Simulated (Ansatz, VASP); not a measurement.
# Ga: VASP beside Ansatz

File INCAR:

```
SYSTEM = Ga
PREC = Accurate
ENCUT = 520
EDIFF = 1E-6
ISMEAR = 1
SIGMA = 0.03
LREAL = .False.
LASPH = .True.
NELM = 100
ALGO = Normal
ISIF = 2
LWAVE = .False.
LCHARG = .False.
GGA = PE
NBANDS = 34
```

File KPOINTS:

```
Automatic mesh
0
Gamma
  8 8 7
  0 0 0
```

POSCAR

```
Ga
1.0
    2.3107968683     -3.8729233244      0.0000000000
    2.3107968683      3.8729233244      0.0000000000
    0.0000000000      0.0000000000      4.5463111460
Ga
4
Direct
    0.8442122196      0.1557877804      0.0839449706
    0.6557877804      0.3442122196      0.5839449706
    0.1557877804      0.8442122196      0.9160550294
    0.3442122196      0.6557877804      0.4160550294
```

Input for Ansatz:

```yaml
crystal:
  lattice:
    - [2.3107968683, -3.8729233244, 0.0]
    - [2.3107968683, 3.8729233244, 0.0]
    - [0.0, 0.0, 4.546311146]
  atoms:
    - { symbol: Ga, position: [0.8442122196, 0.1557877804, 0.0839449706] }
    - { symbol: Ga, position: [0.6557877804, 0.3442122196, 0.5839449706] }
    - { symbol: Ga, position: [0.1557877804, 0.8442122196, 0.9160550294] }
    - { symbol: Ga, position: [0.3442122196, 0.6557877804, 0.4160550294] }
hamiltonian:
  xc: pbe
  pseudopotentials:
    kind: paw
    azcp:
      Ga: "pseudopotentials/Ga.paw.azcp"
basis:
  ecutwfc: 420
  fft_grid_basis: typed
kpoints:
  mp_grid: { grid: [8, 8, 7], shift: [0, 0, 0] }
magnetization:
  spin_polarized: false
scf:
  occupations: { method: cold, width: 0.03 }
  lower_state_search: "off"
output:
  stress: true
  write_density: true
  write_potential: true
  elf: true
  volumetric_format: npy
```

Alike in both runs: task single point; functional PBE; k mesh 8 × 8 × 7; no spin polarisation.

|  | VASP | Ansatz |
| --- | --- | --- |
| version | VASP 6.6.1 | Ansatz 0.2.0 |
| potentials or method | VASP PAW PBE potentials, release 64 (Ga_d), cutoff 520 eV | plane waves (420 eV) with PAW, scalar-relativistic |
| occupations | methfessel-paxton of order 1, width 0.03 eV | cold, width 0.03 eV |
| valence electrons in the cell | 52 | 52 |

```csv
,VASP,Ansatz,Ansatz less VASP
pressure (GPa),0.2,0.0,-0.16
"traceless stress, the component that is largest in VASP (GPa)",0.07,0.03,-0.044
```
